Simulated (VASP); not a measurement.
A run of VASP 6.6.1:

The input INCAR:

```
SYSTEM = AlAs
PREC = Accurate
ENCUT = 500
EDIFF = 1E-6
ISMEAR = 0
SIGMA = 0.02
LREAL = .FALSE.
LASPH = .TRUE.
NELM = 120
ALGO = Normal
ISIF = 2
LWAVE = .FALSE.
LCHARG = .TRUE.
GGA = PE
LELF = .TRUE.
LVHAR = .TRUE.
NBANDS = 11
GGA_COMPAT = .FALSE.
```

Contents of KPOINTS:

```
Automatic mesh
0
G
  8 8 8
  0 0 0
```

POSCAR

```
AlAs
1.0
    0.0000000000      2.8638861228      2.8638861228
    2.8638861228      0.0000000000      2.8638861228
    2.8638861228      2.8638861228      0.0000000000
Al As
1 1
Direct
    0.0000000000      0.0000000000      0.0000000000
    0.2500000000      0.2500000000      0.2500000000
```

Potentials or basis: VASP PAW PBE potentials, release 64 (Al, As).

The run is started by

```console
$ cat potpaw_PBE.64/Al/POTCAR potpaw_PBE.64/As/POTCAR > POTCAR
$ mpirun -np 1 vasp_std > vasp.out
```

Hardware: 1 thread of Intel(R) Xeon(R) Platinum 8259CL CPU @ 2.50GHz (Skylake/Cascade Lake), with other jobs on the host.

Q: How long does it take, and how much memory?

A: Run time: 15 s on 1 thread of Intel(R) Xeon(R) Platinum 8259CL CPU @ 2.50GHz (Skylake/Cascade Lake), with other jobs on the host, peak memory 0.17 GiB. Counts: scf iterations 12, k points 29.
